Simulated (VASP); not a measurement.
Wanted: the native input for a VASP 6.6.1 run.

| Property | Result |
| --- | --- |
| Task | single point |
| Functional | LDA |
| Potentials or basis | VASP PAW LDA potentials, release 64 (Ru_pv, C) |
| Cutoff | 520 eV |
| k mesh | 12 × 12 × 1 |
| Occupations | gaussian, width 0.1 eV |
| Spin | no spin polarisation |
| Dipole correction | yes |
| Further INCAR settings | ALGO = Normal; EDIFF = 1e-07; NBANDS = 38 |

The structure of Ru4C lies in POSCAR:

```
Ru4C
1.0
    2.6740588508      0.0000000000      0.0000000000
   -1.3370294254      2.3158028960      0.0000000000
    0.0000000000      0.0000000000     21.7622039047
Ru C
4 1
Direct
    0.6666666667      0.3333333333      0.1838049132
    0.3333333333      0.6666666667      0.2809173428
    0.6666666667      0.3333333333      0.3776317450
    0.3333333333      0.6666666667      0.4715608745
    1.0000000000      1.0000000000      0.5248229243
```

These files were run (other wordings do the same):

INCAR

```
PREC = Accurate
ENCUT = 520
EDIFF = 1E-7
ISMEAR = 0
SIGMA = 0.1
LREAL = F
LASPH = T
NELM = 60
ALGO = Normal
ISIF = 2
LWAVE = F
LCHARG = T
LDIPOL = T
IDIPOL = 3
DIPOL = 0.5 0.5 0.368
GGA = CA
LELF = T
LVHAR = T
LVACPOTAV = T
NBANDS = 38
```

KPOINTS

```
regular mesh
0
Gamma
  12 12 1
```

Potentials or basis: VASP PAW LDA potentials, release 64 (Ru_pv, C).

Launch:

```sh
$ cat potpaw_LDA.64/Ru_pv/POTCAR potpaw_LDA.64/C/POTCAR > POTCAR
$ mpirun -np 1 vasp_std > vasp.out
```

It gave:

```
Largest force          : 3.324 eV/Å
Band gap on the k mesh : zero (band 30 reaches 3.52 eV, above the bottom of band 31 at 1.42 eV)
```

It took 3.9 min on 1 thread of AMD EPYC 7R13 Processor (Zen 3) (shared host), peak memory 0.21 GiB.
